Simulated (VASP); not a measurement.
Write the native input for VASP 6.6.1 that does the following.

```
Task                   : single point
Functional             : PBEsol
Potentials or basis    : VASP PAW PBE potentials, release 64 (Ni, Si)
Cutoff                 : 520 eV
k mesh                 : 8 × 8 × 8
Occupations            : fermi-dirac, width 0.05 eV
Spin                   : collinear spin, ferromagnetic start
Starting moments       : [1.0, 1.0, 1.0, 0.0] μB
Dipole correction      : no
Further INCAR settings : ALGO = Normal; EDIFF = 1e-06; NBANDS = 29
```

The structure of SiNi3 lies in POSCAR:

```
SiNi3
1.0
    3.4696939971      0.0000000000      0.0000000000
    0.0000000000      3.4696939971      0.0000000000
    0.0000000000      0.0000000000      3.4696939971
Ni Si
3 1
Direct
    0.5000000000      0.5000000000      0.0000000000
    0.5000000000      0.0000000000      0.5000000000
    0.0000000000      0.5000000000      0.5000000000
    0.0000000000      0.0000000000      0.0000000000
```

These files were run (other wordings do the same):

INCAR

```
SYSTEM = SiNi3
ALGO = Normal ; EDIFF = 1E-6
ENCUT = 520 ; GGA = PS
ISIF = 2 ; ISMEAR = -1
ISPIN = 2 ; LASPH = .True.
LCHARG = .False. ; LMAXMIX = 4
LORBIT = 11 ; LREAL = .False.
LWAVE = .False. ; MAGMOM = 1 1 1 0
NBANDS = 29 ; NELM = 150
PREC = Accurate ; SIGMA = 0.05
```

KPOINTS

```
k-points
0
Gamma
  8 8 8
  0 0 0
```

Potentials or basis: VASP PAW PBE potentials, release 64 (Ni, Si).

Run with:

```bash
$ cat potpaw_PBE.64/Ni/POTCAR potpaw_PBE.64/Si/POTCAR > POTCAR
$ mpirun -np 1 vasp_std > vasp.out
```

It gave:

```
Pressure                                              : -1.6 GPa
Band gap on the k mesh                                : zero (filled and empty bands overlap)
Net moment                                            : 0.00 μB per cell
Valence electrons inside the program's atomic spheres : Ni 9.54; Si 1.56
```

Caveat: the PAW data sets were made with another functional, which shifts forces and pressure a little.

Run time: 37 s on 1 thread of AMD EPYC 9R45 96-Core Processor (Zen 5), on a shared host, peak memory 0.18 GiB.
